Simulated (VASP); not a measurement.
# ZrB2: single point with PBE

ZrB2:

```
Zr B
1.0
     3.17096    0.00000    0.04756
    -1.58548    2.74613   -0.02378
     0.05314    0.00000    3.54279
Zr B
1 2
Direct
  0.00000 0.00000 0.00000
  0.33333 0.66667 0.50000
  0.66667 0.33333 0.50000
```

```
Program                : VASP 6.6.1
Task                   : single point
Functional             : PBE
Potentials or basis    : VASP PAW PBE potentials, release 64 (Zr_sv, B)
Cutoff                 : 520 eV
k mesh                 : 12 × 12 × 10
Occupations            : gaussian, width 0.05 eV
Spin                   : no spin polarisation
Dipole correction      : no
Further INCAR settings : ALGO = Normal; EDIFF = 1e-07; NBANDS = 16
```

* Pressure: 0.4 GPa
* Largest force: 0.009 eV/Å
* Band gap on the k mesh: zero (band 9 reaches 11.00 eV, above the bottom of band 10 at 9.94 eV)

Forces in eV/Å, atoms in the order of the input:
```
Zr   0.000  0.000  0.000
B    0.000 -0.009  0.000
B    0.000  0.009  0.000
```

Stress tensor (GPa, compression positive):
```
 0.41  0.00 -7.38
 0.00  0.18  0.00
-7.38  0.00  0.59
```

Levels at points of the mesh, in eV from the Fermi level:
| k point | band 5 | band 6 | band 7 | band 8 | band 9 | band 10 | band 11 | band 12 | band 13 | band 14 |
| --- | --- | --- | --- | --- | --- | --- | --- | --- | --- | --- |
| (0.00, 0.00, 0.00) | -12.80 | -2.69 | -2.69 | -2.66 | -2.44 | 3.23 | 3.24 | 4.09 | 4.13 | 4.79 |
| (0.50, 0.00, 0.00) | -9.03 | -8.59 | -3.98 | -3.13 | -2.75 | 2.13 | 2.19 | 4.84 | 4.90 | 6.41 |
| (0.00, 0.50, 0.00) | -9.03 | -8.59 | -3.98 | -3.13 | -2.75 | 2.14 | 2.16 | 4.84 | 4.94 | 6.41 |
| (0.00, 0.00, 0.50) | -10.79 | -7.03 | -1.04 | -1.04 | 0.23 | 0.26 | 0.69 | 0.70 | 1.74 | 4.98 |
| (0.50, 0.00, 0.50) | -9.99 | -7.08 | -4.68 | -4.19 | -2.08 | 3.60 | 3.99 | 5.19 | 6.11 | 6.35 |
| (0.00, 0.50, 0.50) | -9.99 | -7.08 | -4.70 | -4.17 | -2.09 | 3.62 | 3.98 | 5.20 | 6.10 | 6.31 |

Wall time 84 s on 1 thread of Intel(R) Xeon(R) Platinum 8559C (Emerald Rapids), on a shared host, peak memory 0.29 GiB.
